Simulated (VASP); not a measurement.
# ZnS (P6_3mc) in VASP: a series of runs

Runs on ZnS. Level: PBEsol. Tasks: single point, relaxation of cell and atoms.

All numbers are computed with VASP 6.6.1; they aren't measurements. Logs are shortened: lines on timing, memory, paths and dates and some standing lists are left out, and cuts for length are marked.

### Step 1. The cell of the first run

Symmetry: P6_3mc, No. 186, hexagonal system. Conventional cell: a = 3.782 Å, b = 3.782 Å, c = 6.207 Å, α = 90.00°, β = 90.00°, γ = 120.00°. Within 3.1 Å of Zn (site symmetry 3m) lie 4 S at 2.32 Å. Within 3.1 Å of S (site symmetry 3m) lie 4 Zn at 2.32 Å.

### Step 2. Single point, PBEsol

Input file INCAR:

```
  PREC = Accurate
  ENCUT = 520
  EDIFF = 1E-7
  ISMEAR = 0
  SIGMA = 0.02
  LREAL = F
  LASPH = T
  NELM = 60
  ALGO = Normal
  ISIF = 2
  LWAVE = F
  LCHARG = F
  GGA = PS
  NBANDS = 26
```

Input file KPOINTS:

```
regular mesh
0
Gamma
  12 12 6
```

Input file POSCAR:

```
ZnS
1.0
    3.7819115805      0.0000000000      0.0000000000
   -1.8909557902      3.2752315036      0.0000000000
    0.0000000000      0.0000000000      6.2070851082
Zn S
2 2
Direct
    0.3333333333      0.6666666667      0.0003726397
    0.6666666667      0.3333333333      0.5003726397
    0.3333333333      0.6666666667      0.3746273603
    0.6666666667      0.3333333333      0.8746273603
```

Potentials or basis: VASP PAW PBE potentials, release 64 (Zn, S).

Run with:

```console
$ cat potpaw_PBE.64/Zn/POTCAR potpaw_PBE.64/S/POTCAR > POTCAR
$ mpirun -np 1 vasp_std > vasp.out
```

OUTCAR:

```text
PREC = Accurate
   ENCUT = 520
   EDIFF = 1E-7
   ISMEAR = 0
   LREAL = F
   LASPH = T
   NELM = 60
   ISIF = 2
   GGA = PS

 ion  position               nearest neighbor table
   1  0.333  0.667  0.000-   4 2.32   4 2.32   4 2.32   3 2.32
   2  0.667  0.333  0.500-   3 2.32   3 2.32   3 2.32   4 2.32
   3  0.333  0.667  0.375-   2 2.32   2 2.32   2 2.32   1 2.32
   4  0.667  0.333  0.875-   1 2.32   1 2.32   1 2.32   2 2.32

  LATTYP: Found a hexagonal cell.
 ALAT       =     3.7819115805
 C/A-ratio  =     1.6412560093

  Lattice vectors:

 A1 = (   3.7819115805,   0.0000000000,   0.0000000000)
 A2 = (  -1.8909557902,   3.2752315036,   0.0000000000)
 A3 = (   0.0000000000,   0.0000000000,   6.2070851082)

Analysis of symmetry for initial positions (statically):
=====================================================================
 Subroutine PRICEL returns:
 Original cell was already a primitive cell.

 Routine SETGRP: Setting up the symmetry group for a
 hexagonal supercell.

 Subroutine GETGRP returns: Found 12 space group operations
 (whereof  6 operations were pure point group operations)
 out of a pool of 24 trial point group operations.

The static configuration has the point symmetry C_3v.
 The point group associated with its full space group is C_6v.

Analysis of symmetry for dynamics (positions and initial velocities):
=====================================================================
 Subroutine PRICEL returns:
 Original cell was already a primitive cell.

 Routine SETGRP: Setting up the symmetry group for a
 hexagonal supercell.

 Subroutine GETGRP returns: Found 12 space group operations
 (whereof  6 operations were pure point group operations)
 out of a pool of 24 trial point group operations.

The dynamic configuration has the point symmetry C_3v.
 The point group associated with its full space group is C_6v.

 Subroutine INISYM returns: Found 12 space group operations
 (whereof  6 operations are pure point group operations),
 and found     1 'primitive' translations

----------------------------------------------------------------------------------------

                                     Primitive cell

  volume of cell :      76.8849

  direct lattice vectors                    reciprocal lattice vectors
     3.781911581  0.000000000  0.000000000     0.264416547  0.152660964  0.000000000
    -1.890955790  3.275231504  0.000000000     0.000000000  0.305321929  0.000000000
     0.000000000  0.000000000  6.207085108     0.000000000  0.000000000  0.161106217

  length of vectors
     3.781911581  3.781911580  6.207085108     0.305321929  0.305321929  0.161106217

  position of ions in fractional coordinates (direct lattice)
     0.333333333  0.666666667  0.000372640
     0.666666667  0.333333333  0.500372640
     0.333333333  0.666666667  0.374627360
     0.666666667  0.333333333  0.874627360

  ion indices of the primitive-cell ions
   primitive index   ion index
                 1           1
                 2           2
                 3           3
                 4           4

----------------------------------------------------------------------------------------

 KPOINTS: regular mesh

Automatic generation of k-mesh.
 Grid dimensions read from file:
 generate k-points for:   12   12    6

 Generating k-lattice:

  Cartesian coordinates                     Fractional coordinates (reciprocal lattice)
     0.022034712  0.012721747  0.000000000     0.083333333  0.000000000  0.000000000
     0.000000000  0.025443494  0.000000000     0.000000000  0.083333333  0.000000000
     0.000000000  0.000000000  0.026851036     0.000000000  0.000000000  0.166666667

  Length of vectors
     0.025443494  0.025443494  0.026851036

  Shift w.r.t. Gamma in fractional coordinates (k-lattice)
     0.000000000  0.000000000  0.000000000

 Subroutine IBZKPT returns following result:
 ===========================================

 Found     76 irreducible k-points:

 Following reciprocal coordinates:
            Coordinates               Weight
  0.000000  0.000000  0.000000      1.000000
  0.083333 -0.000000  0.000000      6.000000
  0.166667 -0.000000  0.000000      6.000000
  0.250000 -0.000000  0.000000      6.000000
  0.333333 -0.000000  0.000000      6.000000
  0.416667 -0.000000  0.000000      6.000000
[... 16 lines left out ...]
  0.250000 -0.000000  0.166667     12.000000
  0.333333 -0.000000  0.166667     12.000000
 [... further k-points ...]
   k-points           NKPTS =     76   k-points in BZ     NKDIM =     76   number of bands    NBANDS=     26
   number of dos      NEDOS =    301   number of ions     NIONS =      4
   total plane-waves  NPLWV =  37632
   dimension x,y,z NGX =    28 NGY =   28 NGZ =   48
   dimension x,y,z NGXF=    56 NGYF=   56 NGZF=   96
   ions per type =               2   2
   NGX,Y,Z   is equivalent  to a cutoff of  12.31, 12.31, 12.86 a.u.
   NGXF,Y,Z  is equivalent  to a cutoff of  24.62, 24.62, 25.71 a.u.
 SYSTEM =  unknown system
   PREC   = accura    normal or accurate (medium, high low for compatibility)
   ISTART =      0    job   : 0-new  1-cont  2-samecut
   ICHARG =      2    charge: 1-file 2-atom 10-const
   ISPIN  =      1    spin polarized calculation?
   LNONCOLLINEAR =      F non collinear calculations
   LSORBIT =      F    spin-orbit coupling
   LASPH  =      T    aspherical Exc in radial PAW
   ENCUT  =  520.0 eV  38.22 Ry    6.18 a.u.   7.03  7.03 11.54*2*pi/ulx,y,z
   NELM   =     60;   NELMIN=  2; NELMDL= -5     # of ELM steps
   EDIFF  = 0.1E-06   stopping-criterion for ELM
   LREAL  =      F    real-space projection
   EDIFFG = 0.1E-05   stopping-criterion for IOM
   NSW    =      0    number of steps for IOM
   IBRION =     -1    ionic relax: 0-MD 1-quasi-New 2-CG
   NFREE  =      0    steps in history (QN), initial steepest desc. (CG)
   ISIF   =      2    stress and relaxation
   ISYM   =      2    0-nonsym 1-usesym 2-fastsym
   POTIM  = 0.5000    time-step for ionic-motion
   TEBEG  =    0.0;   TEEND  =   0.0 temperature during run
   PSTRESS=    0.0 pullay stress
   NELECT =      36.0000    total number of electrons
   NUPDOWN=      -1.0000    fix difference up-down
   EMIN   =  10.00;   EMAX   =-10.00  energy-range for DOS
   EFERMI =   0.00;   METHOD = LEGACY
   ISMEAR =     0;   SIGMA  =   0.02  broadening in eV -4-tet -1-fermi 0-gaus
   EFERMI_NEDOS =   21; number of points for ismear=-14 and -15
   IALGO  =     38    algorithm
   IMIX   =      4    mixing-type and parameters
     AMIX     =   0.40;   BMIX     =  1.00
     AMIX_MAG =   1.60;   BMIX_MAG =  1.00
  volume/ion in A,a.u.               =      19.22       129.71
  Fermi-wavevector in a.u.,A,eV,Ry     =   1.271243  2.402301 21.987821  1.616059
  Thomas-Fermi vector in A             =   2.404187
   LORBIT       =      0    0 simple, 1 ext, 2 COOP (PROOUT), +10 PAW based schemes
   GGA     = PS    functional components
   LHFCALC =     F    Hartree Fock is set to
   AEXX    =    0.0000 exact exchange contribution
   IVDW    =     0    specifies the selected vdW correction
   LEPSILON=     F    determine dielectric tensor
   LRPA    =     F    only Hartree local field effects (RPA)
 non-spin polarized calculation
 Gauss-broadening in eV      SIGMA  =   0.02
  energy-cutoff  :      520.00
  volume of cell :       76.88
 maximum number of plane-waves:      2086
   NGX = 15   NGY = 15   NGZ = 23

 number of electron      35.9999970 magnetization

 Free energy of the ion-electron system (eV)
  ---------------------------------------------------
  ext. energy  EPLUGINS =         0.00000000
  ---------------------------------------------------
  free energy    TOTEN  =       -15.16736351 eV

  energy without entropy =      -15.16736351  energy(sigma->0) =      -15.16736351

 E-fermi :   2.4157     XC(G=0):  -9.9650

 val. band max:        2.2798689881   @ k =   0.0000   0.0000   0.0000
 cond. band min:       4.4426794515   @ k =   0.0000   0.0000   0.0000
 fundamental gap:      2.1628104634
 Fermi energy:         2.4156609877

 k-point     1 :       0.0000    0.0000    0.0000
  band No.  band energies     occupation
      1     -11.0890      2.00000
      2     -10.0920      2.00000
      3      -4.2086      2.00000
      4      -4.1928      2.00000
      5      -4.1928      2.00000
      6      -4.1073      2.00000
[... 18 lines left out ...]
     25       9.9074      0.00000
     26      11.4812      0.00000

 k-point     2 :       0.0833   -0.0000    0.0000
  band No.  band energies     occupation
      1     -11.0390      2.00000
      2     -10.0635      2.00000
      3      -4.2046      2.00000
      4      -4.1917      2.00000
      5      -4.1828      2.00000
      6      -4.1032      2.00000
[... 18 lines left out ...]
     25      10.1294      0.00000
     26      11.1555      0.00000

 k-point     3 :       0.1667   -0.0000    0.0000
  band No.  band energies     occupation
      1     -10.8957      2.00000
      2      -9.9863      2.00000
      3      -4.2128      2.00000
      4      -4.1696      2.00000
      5      -4.1569      2.00000
      6      -4.0850      2.00000
[... 18 lines left out ...]
     25      10.4338      0.00000
     26      10.7405      0.00000

 k-point     4 :       0.2500   -0.0000    0.0000
  band No.  band energies     occupation
      1     -10.6797      2.00000
      2      -9.8849      2.00000
      3      -4.2202      2.00000
      4      -4.1432      2.00000
      5      -4.1261      2.00000
      6      -4.0376      2.00000
[... 18 lines left out ...]
     25      10.7390      0.00000
     26      11.0732      0.00000
[... 496 lines left out ...]
      1     -10.8428      2.00000
      2     -10.0571      2.00000
      3      -4.2223      2.00000
      4      -4.1658      2.00000
      5      -4.1516      2.00000
      6      -4.0958      2.00000
[... 18 lines left out ...]
     25      10.5494      0.00000
     26      10.7049      0.00000

 k-point    23 :       0.2500   -0.0000    0.1667
  band No.  band energies     occupation
      1     -10.6319      2.00000
      2      -9.9442      2.00000
      3      -4.2292      2.00000
      4      -4.1477      2.00000
      5      -4.1187      2.00000
      6      -4.0464      2.00000
[... 18 lines left out ...]
     25      10.8476      0.00000
     26      11.3574      0.00000

 k-point    24 :       0.3333   -0.0000    0.1667
  band No.  band energies     occupation
      1     -10.3889      2.00000
      2      -9.8408      2.00000
      3      -4.2236      2.00000
      4      -4.1263      2.00000
      5      -4.0918      2.00000
      6      -3.9629      2.00000
[... 18 lines left out ...]
     25      11.0223      0.00000
     26      12.0756      0.00000

 [... further k-points ...]
[... 5 lines left out ...]
  --------------------------------------------------------------------------------------
  -------------------------------------------------------------------------------------
  Total        0.1062196      0.1062196      0.1045224      0.0000000      0.0000000      0.0000000
  in kB        2.2134722      2.2134722      2.1781052      0.0000000      0.0000000      0.0000000
  external PRESSURE =       2.2016832 kB  Pullay stress =       0.0000000 kB

 VOLUME and BASIS-vectors are now :
 -----------------------------------------------------------------------------
  energy-cutoff  :      520.00
  volume of cell :       76.88
      direct lattice vectors                 reciprocal lattice vectors
     3.781911581  0.000000000  0.000000000     0.264416547  0.152660964  0.000000000
    -1.890955790  3.275231504  0.000000000     0.000000000  0.305321929  0.000000000
     0.000000000  0.000000000  6.207085108     0.000000000  0.000000000  0.161106217

 POSITION                                       TOTAL-FORCE (eV/Angst)
 -----------------------------------------------------------------------------------
     -0.00000      2.18349      0.00231         0.000000      0.000000      0.003493
      1.89096      1.09174      3.10586        -0.000000      0.000000      0.003493
     -0.00000      2.18349      2.32534        -0.000000     -0.000000     -0.003493
      1.89096      1.09174      5.42889        -0.000000      0.000000     -0.003493
 -----------------------------------------------------------------------------------
    total drift:                               -0.000001     -0.000001      0.000352

  FREE ENERGIE OF THE ION-ELECTRON SYSTEM (eV)
  ---------------------------------------------------
  free  energy   TOTEN  =       -15.1673635137 eV

  energy  without entropy=      -15.1673635137  energy(sigma->0) =      -15.16736351
```

Run time: 54 s. Hardware: 1 thread of Intel Xeon 6975P-C (Granite Rapids), shared host; peak memory 0.26 GiB.

What came out:

| Property | Result |
| --- | --- |
| Free energy | -15.1674 eV |
| Pressure | 0.2 GPa |
| Largest force | 0.003 eV/Å |
| Band gap on the k mesh | 2.16 eV, direct |

Forces on the atoms (eV/Å):
```
Zn   0.000  0.000  0.003
Zn   0.000  0.000  0.003
S    0.000  0.000 -0.003
S    0.000  0.000 -0.003
```

Caveat: the PAW data sets were made with another functional, which shifts forces and pressure a little.

### Step 3. Single point, PBEsol

This run uses another cell than the first one, of 19.75 Å³/atom, 1.028 times its volume.

Input file INCAR:

```
SYSTEM = ZnS
PREC     = Accurate       ! precision mode
ENCUT    = 520            ! plane-wave cutoff, eV
EDIFF    = 1E-7           ! SCF threshold, eV
ISMEAR   = 0              ! smearing method
SIGMA    = 0.02           ! smearing width, eV
LREAL    = .False.        ! projectors in reciprocal space
LASPH    = .True.         ! aspherical terms in the spheres
NELM     = 80             ! most SCF steps
ALGO     = Normal         ! electronic algorithm
ISIF     = 2              ! what is computed and relaxed
LWAVE    = .False.        ! write WAVECAR
LCHARG   = .False.        ! write CHGCAR
GGA      = PS             ! functional
NBANDS   = 26             ! bands
```

Input file KPOINTS:

```
Automatic mesh
0
Gamma
  12 12 6
  0 0 0
```

Input file POSCAR:

```
ZnS
1.0
    3.8173524863      0.0000000000      0.0000000000
   -1.9086762431      3.3059242284      0.0000000000
    0.0000000000      0.0000000000      6.2603607345
Zn S
2 2
Direct
    0.3333333333      0.6666666667      0.0002631817
    0.6666666667      0.3333333333      0.5002631817
    0.3333333333      0.6666666667      0.3747368183
    0.6666666667      0.3333333333      0.8747368183
```

Potentials or basis: VASP PAW PBE potentials, release 64 (Zn, S).

Run with:

```console
$ cat potpaw_PBE.64/Zn/POTCAR potpaw_PBE.64/S/POTCAR > POTCAR
$ mpirun -np 1 vasp_std > vasp.out
```

OUTCAR:

```text
SYSTEM = ZnS
   PREC = Accurate
   ENCUT = 520
   EDIFF = 1E-7
   ISMEAR = 0
   LREAL = .False.
   LASPH = .True.
   NELM = 80
   ISIF = 2
   GGA = PS

 ion  position               nearest neighbor table
   1  0.333  0.667  0.000-   4 2.34   4 2.34   4 2.34   3 2.34
   2  0.667  0.333  0.500-   3 2.34   3 2.34   3 2.34   4 2.34
   3  0.333  0.667  0.375-   2 2.34   2 2.34   2 2.34   1 2.34
   4  0.667  0.333  0.875-   1 2.34   1 2.34   1 2.34   2 2.34

  LATTYP: Found a hexagonal cell.
 ALAT       =     3.8173524863
 C/A-ratio  =     1.6399744999

[... 888 lines left out ...]

 [... further k-points ...]
[... 5 lines left out ...]
  --------------------------------------------------------------------------------------
  -------------------------------------------------------------------------------------
  Total       -0.8932549     -0.8932549     -0.8879891     -0.0000000      0.0000000      0.0000000
  in kB      -18.1147129    -18.1147129    -18.0079268     -0.0000000      0.0000000      0.0000000
  external PRESSURE =     -18.0791175 kB  Pullay stress =       0.0000000 kB

 VOLUME and BASIS-vectors are now :
 -----------------------------------------------------------------------------
  energy-cutoff  :      520.00
  volume of cell :       79.00
      direct lattice vectors                 reciprocal lattice vectors
     3.817352486  0.000000000  0.000000000     0.261961662  0.151243636  0.000000000
    -1.908676243  3.305924228  0.000000000     0.000000000  0.302487272  0.000000000
     0.000000000  0.000000000  6.260360734     0.000000000  0.000000000  0.159735204

 POSITION                                       TOTAL-FORCE (eV/Angst)
 -----------------------------------------------------------------------------------
     -0.00000      2.20395      0.00165        -0.000000     -0.000000     -0.000114
      1.90868      1.10197      3.13183         0.000000     -0.000000     -0.000114
     -0.00000      2.20395      2.34599         0.000000     -0.000000      0.000114
      1.90868      1.10197      5.47617        -0.000000      0.000000      0.000114
 -----------------------------------------------------------------------------------
    total drift:                               -0.000000     -0.000001     -0.000428

  FREE ENERGIE OF THE ION-ELECTRON SYSTEM (eV)
  ---------------------------------------------------
  free  energy   TOTEN  =       -15.1569787306 eV

  energy  without entropy=      -15.1569787306  energy(sigma->0) =      -15.15697873
```

It took 56 s on 1 thread of Intel Xeon 6975P-C (Granite Rapids), shared host; peak memory 0.26 GiB.

What came out:

```
Free energy            : -15.1570 eV
Pressure               : -1.8 GPa
Band gap on the k mesh : 2.04 eV, direct
```

Levels at points of the mesh, in eV from the valence-band top:
```csv
k point,band 15,band 16,band 17,band 18,band 19,band 20,band 21,band 22
"(0.00, 0.00, 0.00)",-0.90,-0.08,0.00,0.00,2.04,2.97,6.22,6.22
"(0.50, 0.00, 0.00)",-3.30,-2.25,-1.71,-0.89,3.54,4.14,4.99,6.82
"(0.00, 0.00, 0.50)",-0.47,-0.47,-0.47,-0.47,3.43,3.43,6.68,6.68
"(0.50, 0.00, 0.50)",-1.64,-1.64,-1.62,-1.62,3.41,3.41,5.12,5.12
```

Caveat: the PAW data sets were made with another functional, which shifts forces and pressure a little. Expect the measured gap to be larger: semilocal functionals such as PBEsol lack the derivative discontinuity.

(Continued in part 2 of 2.)
